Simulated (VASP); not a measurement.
# Be3Sb2 (P-6m2) in VASP: single point with PBE

Aim: the single point of Be3Sb2 with PBE.

Program: VASP 6.6.1. These are calculated values, not measurements. Logs are shortened: lines on timing, memory, paths and dates and some standing lists are left out, and cuts for length are marked.

## (1) The cell of the first run

The structure is hexagonal, space group P-6m2 (No. 187). The conventional cell has a = 4.018 Å, b = 4.018 Å, c = 6.454 Å, α = 90.00°, β = 90.00°, γ = 120.00°. Be (site symmetry 3m) has 1 Be at 2.20 Å and 3 Sb at 2.57 Å within 2.9 Å. Be (site symmetry -6m2) has 5 Sb at 2.32 to 3.23 Å and 6 Be at 3.15 Å within 3.3 Å. Sb (site symmetry -6m2) has 8 Be at 2.57 to 3.23 Å within 3.4 Å. Within 3.2 Å of Sb (site symmetry -6m2) lie 9 Be at 2.32 to 3.15 Å.

## (2) Single point, PBE

POSCAR reads:

```
Be3Sb2
1.0
    4.0181989712      0.0000000000      0.0000000000
   -2.0090994856      3.4798623865      0.0000000000
    0.0000000000      0.0000000000      6.4539769292
Be Sb
3 2
Direct
    0.0000000000      0.0000000000      0.6706951250
    0.0000000000      0.0000000000      0.3293048750
    0.6666666667      0.3333333333      0.0000000000
    0.6666666667      0.3333333333      0.5000000000
    0.3333333333      0.6666666667      0.0000000000
```

INCAR.step1 reads:

```
ALGO = Fast
EDIFF = 1E-6
ENCUT = 520
GGA = PE
ISIF = 2
ISMEAR = 0
LASPH = True
LCHARG = True
LREAL = False
LWAVE = False
NBANDS = 16
NELM = 60
PREC = Accurate
SIGMA = 0.1
```

KPOINTS.step1 reads:

```
k-points
0
Gamma
  12 12 6
```

INCAR.step2 reads:

```
ALGO = Fast
EDIFF = 1E-6
ENCUT = 520
GGA = PE
ICHARG = 11
ISIF = 2
ISMEAR = -5
LASPH = True
LCHARG = False
LORBIT = 10
LREAL = False
LWAVE = False
NBANDS = 16
NEDOS = 1001
NELM = 60
PREC = Accurate
SIGMA = 0.1
```

KPOINTS.step2 reads:

```
k-points
0
Gamma
  18 18 9
```

Potentials or basis: VASP PAW PBE potentials, release 64 (Be, Sb).

Run with:

```sh
> cat potpaw_PBE.64/Be/POTCAR potpaw_PBE.64/Sb/POTCAR > POTCAR
> cp INCAR.step1 INCAR
> cp KPOINTS.step1 KPOINTS
> mpirun -np 1 vasp_std > vasp.out
> cp INCAR.step2 INCAR
> cp KPOINTS.step2 KPOINTS
> mpirun -np 1 vasp_std > vasp.out
```

OUTCAR:

```text
EDIFF = 1E-6
   ENCUT = 520
   GGA = PE
   ICHARG = 11
   ISIF = 2
   ISMEAR = -5
   LASPH = True
   LORBIT = 10
   LREAL = False
   NELM = 60
   PREC = Accurate

 ion  position               nearest neighbor table
   1  0.000  0.000  0.671-   2 2.20   4 2.57   4 2.57   4 2.57
   2  0.000  0.000  0.329-   1 2.20   4 2.57   4 2.57   4 2.57
   3  0.667  0.333  0.000-   5 2.32   5 2.32   5 2.32
   4  0.667  0.333  0.500-   1 2.57   2 2.57   1 2.57   2 2.57   1 2.57   2 2.57
   5  0.333  0.667  0.000-   3 2.32   3 2.32   3 2.32

  LATTYP: Found a hexagonal cell.
 ALAT       =     4.0181989712
 C/A-ratio  =     1.6061864969

  Lattice vectors:

 A1 = (   4.0181989712,   0.0000000000,   0.0000000000)
 A2 = (  -2.0090994856,   3.4798623865,   0.0000000000)
 A3 = (   0.0000000000,   0.0000000000,   6.4539769292)

Analysis of symmetry for initial positions (statically):
=====================================================================
 Subroutine PRICEL returns:
 Original cell was already a primitive cell.

 Routine SETGRP: Setting up the symmetry group for a
 hexagonal supercell.

 Subroutine GETGRP returns: Found 12 space group operations
 (whereof 12 operations were pure point group operations)
 out of a pool of 24 trial point group operations.

The static configuration has the point symmetry D_3h.

Analysis of symmetry for dynamics (positions and initial velocities):
=====================================================================
 Subroutine PRICEL returns:
 Original cell was already a primitive cell.

 Routine SETGRP: Setting up the symmetry group for a
 hexagonal supercell.

 Subroutine GETGRP returns: Found 12 space group operations
 (whereof 12 operations were pure point group operations)
 out of a pool of 24 trial point group operations.

The dynamic configuration has the point symmetry D_3h.

 Subroutine INISYM returns: Found 12 space group operations
 (whereof 12 operations are pure point group operations),
 and found     1 'primitive' translations

----------------------------------------------------------------------------------------

                                     Primitive cell

  volume of cell :      90.2445

  direct lattice vectors                    reciprocal lattice vectors
     4.018198971  0.000000000  0.000000000     0.248867716  0.143683843  0.000000000
    -2.009099486  3.479862386  0.000000000     0.000000000  0.287367686  0.000000000
     0.000000000  0.000000000  6.453976929     0.000000000  0.000000000  0.154943225

  length of vectors
     4.018198971  4.018198971  6.453976929     0.287367686  0.287367686  0.154943225

  position of ions in fractional coordinates (direct lattice)
     0.000000000  0.000000000  0.670695125
     0.000000000  0.000000000  0.329304875
     0.666666667  0.333333333  0.000000000
     0.666666667  0.333333333  0.500000000
     0.333333333  0.666666667  0.000000000

  ion indices of the primitive-cell ions
   primitive index   ion index
                 1           1
                 2           2
                 3           3
                 4           4
                 5           5

----------------------------------------------------------------------------------------

 KPOINTS: k-points

Automatic generation of k-mesh.
 Grid dimensions read from file:
 generate k-points for:   18   18    9

 Generating k-lattice:

  Cartesian coordinates                     Fractional coordinates (reciprocal lattice)
     0.013825984  0.007982436  0.000000000     0.055555556 -0.000000000  0.000000000
     0.000000000  0.015964871  0.000000000     0.000000000  0.055555556  0.000000000
     0.000000000  0.000000000  0.017215914     0.000000000  0.000000000  0.111111111

  Length of vectors
     0.015964871  0.015964871  0.017215914

  Shift w.r.t. Gamma in fractional coordinates (k-lattice)
     0.000000000  0.000000000  0.000000000

 TETIRR: Found   2805 inequivalent tetrahedra from    17496

 Subroutine IBZKPT returns following result:
 ===========================================

 Found    185 irreducible k-points:

 Following reciprocal coordinates:
            Coordinates               Weight
  0.000000  0.000000  0.000000      1.000000
  0.055556  0.000000  0.000000      6.000000
  0.111111  0.000000  0.000000      6.000000
  0.166667 -0.000000  0.000000      6.000000
  0.222222  0.000000  0.000000      6.000000
  0.277778  0.000000  0.000000      6.000000
[... 16 lines left out ...]
  0.333333  0.111111  0.000000     12.000000
  0.388889  0.111111  0.000000     12.000000
 [... further k-points ...]
   k-points           NKPTS =    185   k-points in BZ     NKDIM =    185   number of bands    NBANDS=     16
   number of dos      NEDOS =   1001   number of ions     NIONS =      5
   total plane-waves  NPLWV =  43200
   dimension x,y,z NGX =    30 NGY =   30 NGZ =   48
   dimension x,y,z NGXF=    60 NGYF=   60 NGZF=   96
   ions per type =               3   2
   NGX,Y,Z   is equivalent  to a cutoff of  12.41, 12.41, 12.36 a.u.
   NGXF,Y,Z  is equivalent  to a cutoff of  24.82, 24.82, 24.73 a.u.
 SYSTEM =  unknown system
   PREC   = accura    normal or accurate (medium, high low for compatibility)
   ISTART =      0    job   : 0-new  1-cont  2-samecut
   ICHARG =     11    charge: 1-file 2-atom 10-const
   ISPIN  =      1    spin polarized calculation?
   LNONCOLLINEAR =      F non collinear calculations
   LSORBIT =      F    spin-orbit coupling
   LASPH  =      T    aspherical Exc in radial PAW
   ENCUT  =  520.0 eV  38.22 Ry    6.18 a.u.   7.47  7.47 12.00*2*pi/ulx,y,z
   NELM   =     60;   NELMIN=  2; NELMDL=  0     # of ELM steps
   EDIFF  = 0.1E-05   stopping-criterion for ELM
   LREAL  =      F    real-space projection
   EDIFFG = 0.1E-04   stopping-criterion for IOM
   NSW    =      0    number of steps for IOM
   IBRION =     -1    ionic relax: 0-MD 1-quasi-New 2-CG
   NFREE  =      0    steps in history (QN), initial steepest desc. (CG)
   ISIF   =      2    stress and relaxation
   ISYM   =      2    0-nonsym 1-usesym 2-fastsym
   POTIM  = 0.5000    time-step for ionic-motion
   TEBEG  =    0.0;   TEEND  =   0.0 temperature during run
   PSTRESS=    0.0 pullay stress
   NELECT =      16.0000    total number of electrons
   NUPDOWN=      -1.0000    fix difference up-down
   EMIN   =  10.00;   EMAX   =-10.00  energy-range for DOS
   EFERMI =   0.00;   METHOD = LEGACY
   ISMEAR =    -5;   SIGMA  =   0.10  broadening in eV -4-tet -1-fermi 0-gaus
   EFERMI_NEDOS =   21; number of points for ismear=-14 and -15
   IALGO  =     68    algorithm
   IMIX   =      4    mixing-type and parameters
     AMIX     =   0.40;   BMIX     =  1.00
     AMIX_MAG =   1.60;   BMIX_MAG =  1.00
  volume/ion in A,a.u.               =      18.05       121.80
  Fermi-wavevector in a.u.,A,eV,Ry     =   0.919689  1.737961 11.508197  0.845829
  Thomas-Fermi vector in A             =   2.044911
   LORBIT       =     10    0 simple, 1 ext, 2 COOP (PROOUT), +10 PAW based schemes
   GGA     = PE    functional components
   LHFCALC =     F    Hartree Fock is set to
   AEXX    =    0.0000 exact exchange contribution
   IVDW    =     0    specifies the selected vdW correction
   LEPSILON=     F    determine dielectric tensor
   LRPA    =     F    only Hartree local field effects (RPA)
 non-spin polarized calculation
 RMM-DIIS sequential band-by-band and
 Fermi weights with tetrahedron method with Bloechl corrections
  energy-cutoff  :      520.00
  volume of cell :       90.24
 maximum number of plane-waves:      2456
 NGX is ok and might be reduce to    30

 number of electron      15.9999999 magnetization

 Free energy of the ion-electron system (eV)
  ---------------------------------------------------
  ext. energy  EPLUGINS =         0.00000000
  ---------------------------------------------------
  free energy    TOTEN  =       -17.01399075 eV

  energy without entropy =      -17.01399075  energy(sigma->0) =      -17.01399075

 E-fermi :   6.7344     XC(G=0):  -9.6844

 val. band max:        6.7431864211   @ k =   0.2222   0.0556   0.0000
 cond. band min:       6.6785958398   @ k =   0.3333   0.3333   0.3333
 fundamental gap:     -0.0645905813
 Fermi energy:         6.7343856642

 k-point     1 :       0.0000    0.0000    0.0000
  band No.  band energies     occupation
      1      -5.3015      2.00000
      2      -3.4103      2.00000
      3       0.4904      2.00000
      4       5.5262      2.00000
      5       5.5262      2.00000
      6       5.9847      2.00000
[... 8 lines left out ...]
     15      10.3777      0.00000
     16      11.3476      0.00000

 k-point     2 :       0.0556    0.0000    0.0000
  band No.  band energies     occupation
      1      -5.2696      2.00000
      2      -3.3842      2.00000
      3       0.5258      2.00000
      4       5.0746      2.00000
      5       5.3036      2.00000
      6       5.8563      2.00000
[... 8 lines left out ...]
     15      10.4648      0.00000
     16      11.4657      0.00000

 k-point     3 :       0.1111    0.0000    0.0000
  band No.  band energies     occupation
      1      -5.1743      2.00000
      2      -3.3074      2.00000
      3       0.6318      2.00000
      4       4.2484      2.00000
      5       4.9159      2.00000
      6       5.3575      2.00000
[... 8 lines left out ...]
     15      10.8111      0.00000
     16      11.3442      0.00000
[... 362 lines left out ...]
 k-point    23 :       0.3333    0.1111    0.0000
  band No.  band energies     occupation
      1      -3.7917      2.00000
      2      -2.5824      2.00000
      3       0.7144      2.00000
      4       1.7928      2.00000
      5       2.2376      2.00000
      6       3.0894      2.00000
[... 8 lines left out ...]
     15      12.5849      0.00000
     16      13.4925      0.00000

 k-point    24 :       0.3889    0.1111    0.0000
  band No.  band energies     occupation
      1      -3.4765      2.00000
      2      -2.6229      2.00000
      3       0.4898      2.00000
      4       1.4542      2.00000
      5       2.6389      2.00000
      6       2.8890      2.00000
[... 8 lines left out ...]
     15      13.2628      0.00000
     16      13.4381      0.00000

 [... further k-points ...]

------------------------ aborting loop because EDIFF is reached ----------------------------------------

  FORCE on cell =-STRESS in cart. coord.  units (eV):
  Direction    XX          YY          ZZ          XY          YZ          ZX
  --------------------------------------------------------------------------------------
  -------------------------------------------------------------------------------------
  Total        0.2116358      0.2116358      0.0973278      0.0000000      0.0000000      0.0000000
  in kB        3.7573250      3.7573250      1.7279310      0.0000000      0.0000000      0.0000000
  external PRESSURE =       3.0808604 kB  Pullay stress =       0.0000000 kB

 VOLUME and BASIS-vectors are now :
 -----------------------------------------------------------------------------
  energy-cutoff  :      520.00
  volume of cell :       90.24
      direct lattice vectors                 reciprocal lattice vectors
     4.018198971  0.000000000  0.000000000     0.248867716  0.143683843  0.000000000
    -2.009099486  3.479862386  0.000000000     0.000000000  0.287367686  0.000000000
     0.000000000  0.000000000  6.453976929     0.000000000  0.000000000  0.154943225

 POSITION                                       TOTAL-FORCE (eV/Angst)
 -----------------------------------------------------------------------------------
      0.00000      0.00000      4.32865         0.000000     -0.000000      0.009613
      0.00000      0.00000      2.12533         0.000000     -0.000000     -0.009613
      2.00910      1.15995      0.00000         0.000000     -0.000000      0.000000
      2.00910      1.15995      3.22699        -0.000000      0.000000      0.000000
     -0.00000      2.31991      0.00000        -0.000000      0.000000      0.000000
 -----------------------------------------------------------------------------------
    total drift:                               -0.000002      0.000001      0.000000

  FREE ENERGIE OF THE ION-ELECTRON SYSTEM (eV)
  ---------------------------------------------------
  free  energy   TOTEN  =       -17.0139907531 eV

  energy  without entropy=      -17.0139907531  energy(sigma->0) =      -17.01399075

 total charge

# of ion       s       p       d       tot
------------------------------------------
    1        0.363   0.472   0.000   0.834
    2        0.363   0.472   0.000   0.834
    3        0.410   0.581   0.000   0.991
    4        1.115   1.343   0.041   2.498
    5        1.125   1.394   0.036   2.555
--------------------------------------------------
tot          3.374   4.261   0.077   7.712
```

Wall time 3.9 min (1 thread of Oxide Virtual Turin-like, shared host); peak memory 0.34 GiB.

What came out:

* Valence electrons inside the program's atomic spheres: Be 0.83, 0.99 (each value once); Sb 2.50, 2.56

Caveat: spin-orbit coupling is left out, which moves the levels of the heavy elements.
